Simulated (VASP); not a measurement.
Crystal: AlPt.

```xyz
2
Lattice="3.0915 0.0000 0.0000 0.0000 3.0915 0.0000 0.0000 0.0000 3.0915" Properties=species:S:1:pos:R:3 pbc="T T T"
Al    0.0000    0.0000    0.0000
Pt    1.5458    1.5458    1.5458
```

| Quantity | Value |
| --- | --- |
| Program | VASP 6.6.1 |
| Task | relaxation of volume and atoms at fixed shape |
| Functional | PBEsol |
| Potentials or basis | VASP PAW PBE potentials, release 64 (Al, Pt) |
| Cutoff | 600 eV |
| k mesh | 15 × 15 × 15 |
| Occupations | fermi-dirac, width 0.1 eV |
| Spin | no spin polarisation |

At the start: pressure -5.7 GPa; volume 14.77 Å³/atom.

Task: How do energy, volume and symmetry change on relaxing?

Result: Over 3 steps the energy falls by 8.2 meV/atom and the volume is 14.34 Å³/atom (-3.0 %); space group Pm-3m (No. 221, to 0.1 Å) before and after.

Step by step:
```
step  energy change (eV)  largest force (eV/Å)  pressure (GPa)  volume (Å³)
   1              0.0000                0.0000           -5.72        29.55
   2              0.0252                0.0000           10.60        27.35
   3             -0.0163                0.0000           -0.08        28.67
```

Final structure:
```
Al Pt
1.0
     3.06072    0.00000    0.00000
     0.00000    3.06072    0.00000
     0.00000    0.00000    3.06072
Al Pt
1 1
Direct
  0.00000 0.00000 0.00000
  0.50000 0.50000 0.50000
```

Caveat: the PAW data sets were made with another functional, which shifts forces and pressure a little.
